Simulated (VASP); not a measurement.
# Ir (I4/mmm) in VASP: a series of runs, part 3 of 3

VASP 6.6.1. Earlier steps stand in the parts before.

### Step 5. Single point, PBEsol (strain +0.025 along x and y, +0.000 along z)

File INCAR:

```
SYSTEM = Ir
PREC = Accurate
ENCUT = 520
EDIFF = 1E-6
ISMEAR = 0
SIGMA = 0.15
LREAL = .False.
LASPH = .True.
NELM = 80
ALGO = Normal
ISIF = 2
LWAVE = .False.
LCHARG = .False.
GGA = PS
NBANDS = 10
```

File KPOINTS:

```
regular mesh
0
Gamma
  22 22 22
  0 0 0
```

File POSCAR:

```
Ir
1.0
    0.0000000000      1.9676925000      1.9197000000
    1.9676925000      0.0000000000      1.9197000000
    1.9676925000      1.9676925000      0.0000000000
Ir
1
Direct
    0.0000000000      0.0000000000      0.0000000000
```

Potentials or basis: VASP PAW PBE potentials, release 64 (Ir).

On the command line:

```console
> cat potpaw_PBE.64/Ir/POTCAR > POTCAR
> mpirun -np 1 vasp_std > vasp.out
```

OUTCAR:

```text
SYSTEM = Ir
   PREC = Accurate
   ENCUT = 520
   EDIFF = 1E-6
   ISMEAR = 0
   LREAL = .False.
   LASPH = .True.
   NELM = 80
   ISIF = 2
   GGA = PS

 ion  position               nearest neighbor table
   1  0.000  0.000  0.000-

  LATTYP: Found a body centered tetragonal cell.
 ALAT       =     2.7827374201
 C/A-ratio  =     1.3797205487

  Lattice vectors:

 A1 = (   0.0000000000,  -1.9676925000,  -1.9197000000)
 A2 = (   0.0000000000,   1.9676925000,  -1.9197000000)
 A3 = (   1.9676925000,   0.0000000000,   1.9197000000)

Analysis of symmetry for initial positions (statically):
=====================================================================
 Subroutine PRICEL returns:
 Original cell was already a primitive cell.

 Routine SETGRP: Setting up the symmetry group for a
 body centered tetragonal supercell.

 Subroutine GETGRP returns: Found 16 space group operations
 (whereof 16 operations were pure point group operations)
 out of a pool of 16 trial point group operations.

The static configuration has the point symmetry D_4h.

Analysis of symmetry for dynamics (positions and initial velocities):
=====================================================================
 Subroutine PRICEL returns:
 Original cell was already a primitive cell.

 Routine SETGRP: Setting up the symmetry group for a
 body centered tetragonal supercell.

 Subroutine GETGRP returns: Found 16 space group operations
 (whereof 16 operations were pure point group operations)
 out of a pool of 16 trial point group operations.

The dynamic configuration has the point symmetry D_4h.

 Subroutine INISYM returns: Found 16 space group operations
 (whereof 16 operations are pure point group operations),
 and found     1 'primitive' translations

----------------------------------------------------------------------------------------

                                     Primitive cell

  volume of cell :      14.8654

  direct lattice vectors                    reciprocal lattice vectors
     0.000000000  1.967692500  1.919700000    -0.254104745  0.254104745  0.260457363
     1.967692500  0.000000000  1.919700000     0.254104745 -0.254104745  0.260457363
     1.967692500  1.967692500  0.000000000     0.254104745  0.254104745 -0.260457363

  length of vectors
     2.749011070  2.749011070  2.782737420     0.443820324  0.443820324  0.443820324

  position of ions in fractional coordinates (direct lattice)
     0.000000000  0.000000000  0.000000000

  ion indices of the primitive-cell ions
   primitive index   ion index
                 1           1

----------------------------------------------------------------------------------------

 KPOINTS: regular mesh

Automatic generation of k-mesh.
 Grid dimensions read from file:
 generate k-points for:   22   22   22

 Generating k-lattice:

  Cartesian coordinates                     Fractional coordinates (reciprocal lattice)
    -0.011550216  0.011550216  0.011838971     0.045454545  0.000000000  0.000000000
     0.011550216 -0.011550216  0.011838971     0.000000000  0.045454545  0.000000000
     0.011550216  0.011550216 -0.011838971    -0.000000000 -0.000000000  0.045454545

  Length of vectors
     0.020173651  0.020173651  0.020173651

  Shift w.r.t. Gamma in fractional coordinates (k-lattice)
     0.000000000  0.000000000  0.000000000

 Subroutine IBZKPT returns following result:
 ===========================================

 Found    834 irreducible k-points:

 Following reciprocal coordinates:
            Coordinates               Weight
  0.000000  0.000000  0.000000      1.000000
  0.045455 -0.000000  0.000000      8.000000
  0.090909 -0.000000  0.000000      8.000000
  0.136364  0.000000  0.000000      8.000000
  0.181818 -0.000000  0.000000      8.000000
  0.227273 -0.000000  0.000000      8.000000
[... 16 lines left out ...]
  0.500000  0.045455  0.000000      8.000000
 -0.454545  0.045455  0.000000      8.000000
 [... further k-points ...]
   k-points           NKPTS =    834   k-points in BZ     NKDIM =    834   number of bands    NBANDS=     10
   number of dos      NEDOS =    301   number of ions     NIONS =      1
   total plane-waves  NPLWV =   9600
   dimension x,y,z NGX =    20 NGY =   20 NGZ =   24
   dimension x,y,z NGXF=    40 NGYF=   40 NGZF=   48
   ions per type =               1
   NGX,Y,Z   is equivalent  to a cutoff of  12.09, 12.09, 14.34 a.u.
   NGXF,Y,Z  is equivalent  to a cutoff of  24.19, 24.19, 28.68 a.u.
 SYSTEM =  Ir
   PREC   = accura    normal or accurate (medium, high low for compatibility)
   ISTART =      0    job   : 0-new  1-cont  2-samecut
   ICHARG =      2    charge: 1-file 2-atom 10-const
   ISPIN  =      1    spin polarized calculation?
   LNONCOLLINEAR =      F non collinear calculations
   LSORBIT =      F    spin-orbit coupling
   LASPH  =      T    aspherical Exc in radial PAW
   ENCUT  =  520.0 eV  38.22 Ry    6.18 a.u.   5.11  5.11  5.17*2*pi/ulx,y,z
   NELM   =     80;   NELMIN=  2; NELMDL= -5     # of ELM steps
   EDIFF  = 0.1E-05   stopping-criterion for ELM
   LREAL  =      F    real-space projection
   EDIFFG = 0.1E-04   stopping-criterion for IOM
   NSW    =      0    number of steps for IOM
   IBRION =     -1    ionic relax: 0-MD 1-quasi-New 2-CG
   NFREE  =      0    steps in history (QN), initial steepest desc. (CG)
   ISIF   =      2    stress and relaxation
   ISYM   =      2    0-nonsym 1-usesym 2-fastsym
   POTIM  = 0.5000    time-step for ionic-motion
   TEBEG  =    0.0;   TEEND  =   0.0 temperature during run
   PSTRESS=    0.0 pullay stress
   NELECT =       9.0000    total number of electrons
   NUPDOWN=      -1.0000    fix difference up-down
   EMIN   =  10.00;   EMAX   =-10.00  energy-range for DOS
   EFERMI =   0.00;   METHOD = LEGACY
   ISMEAR =     0;   SIGMA  =   0.15  broadening in eV -4-tet -1-fermi 0-gaus
   EFERMI_NEDOS =   21; number of points for ismear=-14 and -15
   IALGO  =     38    algorithm
   IMIX   =      4    mixing-type and parameters
     AMIX     =   0.40;   BMIX     =  1.00
     AMIX_MAG =   1.60;   BMIX_MAG =  1.00
  volume/ion in A,a.u.               =      14.87       100.32
  Fermi-wavevector in a.u.,A,eV,Ry     =   1.384936  2.617150 26.096626  1.918048
  Thomas-Fermi vector in A             =   2.509393
   LORBIT       =      0    0 simple, 1 ext, 2 COOP (PROOUT), +10 PAW based schemes
   GGA     = PS    functional components
   LHFCALC =     F    Hartree Fock is set to
   AEXX    =    0.0000 exact exchange contribution
   IVDW    =     0    specifies the selected vdW correction
   LEPSILON=     F    determine dielectric tensor
   LRPA    =     F    only Hartree local field effects (RPA)
 non-spin polarized calculation
 Gauss-broadening in eV      SIGMA  =   0.15
  energy-cutoff  :      520.00
  volume of cell :       14.87
 maximum number of plane-waves:       419
   NGX = 11   NGY = 11   NGZ = 11

 number of electron       8.9999999 magnetization

 Free energy of the ion-electron system (eV)
  ---------------------------------------------------
  ext. energy  EPLUGINS =         0.00000000
  ---------------------------------------------------
  free energy    TOTEN  =        -9.76961897 eV

  energy without entropy =       -9.75649832  energy(sigma->0) =       -9.76305864

 E-fermi :   9.3744     XC(G=0): -13.8123

 val. band max:        9.3728099244   @ k =  -0.3636   0.0000   0.0455
 cond. band min:       9.3755210347   @ k =  -0.3636   0.2727   0.0000
 fundamental gap:      0.0027111103
 Fermi energy:         9.3743731800

 k-point     1 :       0.0000    0.0000    0.0000
  band No.  band energies     occupation
      1      -1.2563      2.00000
      2       5.6915      2.00000
      3       5.6915      2.00000
      4       5.9884      2.00000
      5       8.0956      2.00000
      6       8.4864      2.00000
      7      23.8214      0.00000
      8      28.8483      0.00000
      9      28.8483      0.00000
     10      29.5868      0.00000
[... 287 lines left out ...]
 k-point    24 :      -0.4545    0.0455    0.0000
  band No.  band energies     occupation
      1       1.8510      2.00000
      2       5.6131      2.00000
      3       5.8063      2.00000
      4       8.2064      2.00000
      5      10.1789      0.00000
      6      10.5600      0.00000
      7      16.3417      0.00000
      8      23.5170      0.00000
      9      28.6907      0.00000
     10      28.7006      0.00000

 [... further k-points ...]

------------------------ aborting loop because EDIFF is reached ----------------------------------------

  FORCE on cell =-STRESS in cart. coord.  units (eV):
  Direction    XX          YY          ZZ          XY          YZ          ZX
  --------------------------------------------------------------------------------------
  -------------------------------------------------------------------------------------
  Total       -1.9192613     -1.9192613     -1.1898824      0.0000000      0.0000000      0.0000000
  in kB     -206.8553980   -206.8553980   -128.2439230      0.0000000      0.0000000      0.0000000
  external PRESSURE =    -180.6515730 kB  Pullay stress =       0.0000000 kB

 VOLUME and BASIS-vectors are now :
 -----------------------------------------------------------------------------
  energy-cutoff  :      520.00
  volume of cell :       14.87
      direct lattice vectors                 reciprocal lattice vectors
     0.000000000  1.967692500  1.919700000    -0.254104745  0.254104745  0.260457363
     1.967692500  0.000000000  1.919700000     0.254104745 -0.254104745  0.260457363
     1.967692500  1.967692500  0.000000000     0.254104745  0.254104745 -0.260457363

 POSITION                                       TOTAL-FORCE (eV/Angst)
 -----------------------------------------------------------------------------------
      0.00000      0.00000      0.00000         0.000000      0.000000      0.000000
 -----------------------------------------------------------------------------------
    total drift:                               -0.000000     -0.000000     -0.000000

  FREE ENERGIE OF THE ION-ELECTRON SYSTEM (eV)
  ---------------------------------------------------
  free  energy   TOTEN  =        -9.7696189715 eV

  energy  without entropy=       -9.7564983169  energy(sigma->0) =       -9.76305864
```

Wall time 63 s (1 thread of AMD EPYC 9R45 (Zen 5), shared host); peak memory 0.21 GiB.

Results:

```yaml
Free_energy: -9.7696 eV
Pressure: -18.1 GPa
Band_gap_on_the_k_mesh: zero (an odd number of electrons rules out a gap without spin polarisation)
```

Caveat: the cell differs from its parent crystal (strain +0.025 along x and y, +0.000 along z); the cell stands under tension; the PAW data sets were made with another functional, which shifts forces and pressure a little; spin-orbit coupling is left out, which moves the levels of the heavy elements.

### Step 6. The runs side by side

```tsv
cell	gap on the mesh (eV)	pressure (GPa)
a = 2.683, b = 2.683, c = 2.579 Å, angles 61.3, 61.3, 57.5°, 1 atom	none	36.2
a = 2.749, b = 2.749, c = 2.715 Å, angles 60.4, 60.4, 59.2°, 1 atom	none	-10.4
a = 2.784, b = 2.784, c = 2.715 Å, angles 60.8, 60.8, 58.4°, 1 atom	none	-17.5
a = 2.749, b = 2.749, c = 2.783 Å, angles 59.6, 59.6, 60.8°, 1 atom	none	-18.1
```

Alike in all rows: task single point; level PBEsol; potentials or basis VASP PAW PBE potentials, release 64 (Ir); no spin polarisation; k mesh 22 × 22 × 22; cutoff (eV) 520; smearing gaussian 0.15 eV.

Caveats: the PAW data sets were made with another functional, which shifts forces and pressure a little; spin-orbit coupling is left out, which moves the levels of the heavy elements; the cell stands under tension (at least some runs); the cell stands under pressure (at least some runs).

Total energies depend on the potentials used, so only differences within one code and one set of settings carry meaning.
